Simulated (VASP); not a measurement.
Crystal: MgO.

```
Mg O
1.0
     0.00000    2.13515    2.13515
     2.13515    0.00000    2.13515
     2.13515    2.13515    0.00000
Mg O
1 1
Direct
  0.00000 0.00000 0.00000
  0.50000 0.50000 0.50000
```

Base run:

```yaml
Program: VASP 6.6.1
Functional: r2SCAN
Potentials_or_basis: VASP PAW PBE potentials, release 64 (Mg, O)
Cutoff: 580 eV
k_mesh: 10 × 10 × 10
Occupations: fermi-dirac, width 0.01 eV
Spin: no spin polarisation
```

Its results: band gap on the k mesh 5.20 eV, direct; pressure -8.3 GPa.

The run is repeated on the same cell with these changes: functional from r2SCAN to PBE; cutoff from 580 eV to 520 eV. What comes out?

Band gap on the k mesh 4.34 eV, direct; pressure -2.4 GPa.

r2SCAN gives the wider gap, since meta-GGAs in the generalised Kohn-Sham scheme recover part of the derivative discontinuity.

Caveats: the PAW data sets were made with another functional, which shifts forces and pressure a little (some runs).

